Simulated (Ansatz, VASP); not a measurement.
Pb: VASP beside Ansatz

```
Pb
1.0
    -2.02413    2.02413    2.02413
     2.02413   -2.02413    2.02413
     2.02413    2.02413   -2.02413
Pb
1
Direct
  0.00000 0.00000 0.00000
```

Alike in both runs: task single point; functional PBE; k mesh 13 × 13 × 13; occupations fermi-dirac, width 0.1 eV; no spin polarisation.

|  | VASP | Ansatz |
| --- | --- | --- |
| version | VASP 6.6.1 | Ansatz 0.2.0 |
| potentials or method | VASP PAW PBE potentials, release 64 (Pb_d), cutoff 520 eV | plane waves (420 eV) with PAW, scalar-relativistic |
| valence electrons in the cell | 14 | 14 |

```csv
,VASP,Ansatz,Ansatz less VASP
pressure (GPa),-1.4,-1.4,+0.06
```

The functional is the same, so the differences come from potentials, cutoffs and numerics.

Neither program's run includes spin-orbit coupling.
